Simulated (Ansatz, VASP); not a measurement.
# HfO2: VASP beside Ansatz

```xyz
3
Lattice="0.0000 2.5575 2.5575 2.5575 0.0000 2.5575 2.5575 2.5575 0.0000" Properties=species:S:1:pos:R:3 pbc="T T T"
Hf    0.0000    0.0000    0.0000
O     1.2788    1.2788    1.2788
O     3.8363    3.8363    3.8363
```

Alike in both runs: task single point; functional PBE; k mesh 12 × 12 × 12; occupations gaussian, width 0.02 eV; no spin polarisation.

|  | VASP | Ansatz |
| --- | --- | --- |
| version | VASP 6.6.1 | Ansatz 0.2.0 |
| potentials or method | VASP PAW PBE potentials, release 64 (Hf_pv, O), cutoff 600 eV | scalar-relativistic, plane waves, PAW |
| valence electrons in the cell | 22 | 38 |

```csv
,VASP,Ansatz,Ansatz less VASP
gap on the k mesh at the Fermi level (eV),3.73,3.72,-0.010
least direct gap on the mesh (eV),3.73,3.72,-0.010
pressure (GPa),-6.2,-2.5,+3.77
```

The functional is the same, so the differences come from potentials, cutoffs and numerics. VASP's potentials hold 22 valence electrons a cell and Ansatz's 38, so a difference there can come from the potentials and not from the codes.

Neither program's run includes spin-orbit coupling.
